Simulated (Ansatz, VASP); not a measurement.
Al2O3: VASP beside Ansatz

The input INCAR:

```
ALGO = Normal ; EDIFF = 1E-6
ENCUT = 520 ; GGA = PE
ISIF = 2 ; ISMEAR = 0
IVDW = 12 ; LASPH = True
LCHARG = True ; LELF = True
LREAL = False ; LVHAR = True
LWAVE = False ; NBANDS = 20
NELM = 60 ; PREC = Accurate
SIGMA = 0.05
```

Contents of KPOINTS:

```
k-points
0
Gamma
  9 9 4
```

POSCAR

```
Al2O3
1.0
    2.8099000000      0.0000000000      0.0000000000
   -1.4049500000      2.4334447821      0.0000000000
    0.0000000000      0.0000000000      6.8585000000
Al O
2 3
Direct
    0.0000000000      0.0000000000      0.1907358529
    0.0000000000      0.0000000000      0.8092641471
    0.3333333333      0.6666666667      0.2840924954
    0.6666666667      0.3333333333      0.0000000000
    0.3333333333      0.6666666667      0.7159075046
```

Input for Ansatz:

```yaml
crystal:
  lattice:
    - [2.8099, 0.0, 0.0]
    - [-1.40495, 2.4334447821, 0.0]
    - [0.0, 0.0, 6.8585]
  atoms:
    - { symbol: Al, position: [0.0, 0.0, 0.1907358529] }
    - { symbol: Al, position: [0.0, 0.0, 0.8092641471] }
    - { symbol: O, position: [0.3333333333, 0.6666666667, 0.2840924954] }
    - { symbol: O, position: [0.6666666667, 0.3333333333, 0.0] }
    - { symbol: O, position: [0.3333333333, 0.6666666667, 0.7159075046] }
basis:
  ecutwfc: 520.0
kpoints:
  mp_grid: { grid: [9, 9, 4] }
hamiltonian:
  xc: pbe
  pseudopotentials: { kind: paw, azcp: { folder: soft_1 } }
  dispersion: d3bj
scf:
  occupations: { method: gaussian, width: 0.05 }
output:
  forces: true
  stress: true
  eigenvalues: true
```

Alike in both runs: task single point; functional PBE; dispersion D3(BJ); k mesh 9 × 9 × 4; occupations gaussian, width 0.05 eV; no spin polarisation.

```csv
,VASP,Ansatz
version,VASP 6.6.1,Ansatz 0.2.0
potentials or method,"VASP PAW PBE potentials, release 64 (Al, O), cutoff 520 eV","scalar-relativistic, plane waves, PAW"
valence electrons in the cell,24,24
```

VASP gave:

```
gap on the k mesh at the Fermi level (eV)                     : 4.98
least direct gap on the mesh (eV)                             : 5.11
pressure (GPa)                                                : 20.4
traceless stress, the component that is largest in VASP (GPa) : 2.78
rms of the force components (eV/Å)                            : 0.508
```

Problem. What did Ansatz give for the same quantities?

Solution. gap on the k mesh at the Fermi level (eV): 5.01; least direct gap on the mesh (eV): 5.14; pressure (GPa): 20.2; traceless stress, the component that is largest in VASP (GPa): 3.16; rms of the force components (eV/Å): 0.512.

Atom by atom the forces differ by 0.018 eV/Å (rms over components).
